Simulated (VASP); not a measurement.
The system is Ba.

```
CELL_PARAMETERS angstrom
-2.48968 2.48968 2.48968
2.48968 -2.48968 2.48968
2.48968 2.48968 -2.48968
ATOMIC_POSITIONS crystal
Ba 0.00000 0.00000 0.00000
```

This cell differs from its parent crystal: volume scaled by 0.98.

Base run:

```yaml
Program: VASP 6.6.1
Functional: LDA
Potentials_or_basis: VASP PAW LDA potentials, release 64 (Ba_sv)
Cutoff: 520 eV
k_mesh: 8 × 8 × 8
Occupations: fermi-dirac, width 0.05 eV
Spin: no spin polarisation
```

Its results: band gap on the k mesh zero (band 5 reaches 2.04 eV, above the bottom of band 6 at 0.93 eV); pressure -1.2 GPa.

The run is repeated on the same cell with these changes: functional from LDA to PBE; potentials or basis from VASP PAW LDA potentials, release 64 (Ba_sv) to VASP PAW PBE potentials, release 64 (Ba_sv). What comes out?

Band gap on the k mesh zero (band 5 reaches 2.25 eV, above the bottom of band 6 at 1.14 eV); pressure 0.2 GPa.

Caveats: spin-orbit coupling is left out, which moves the levels of the heavy elements.
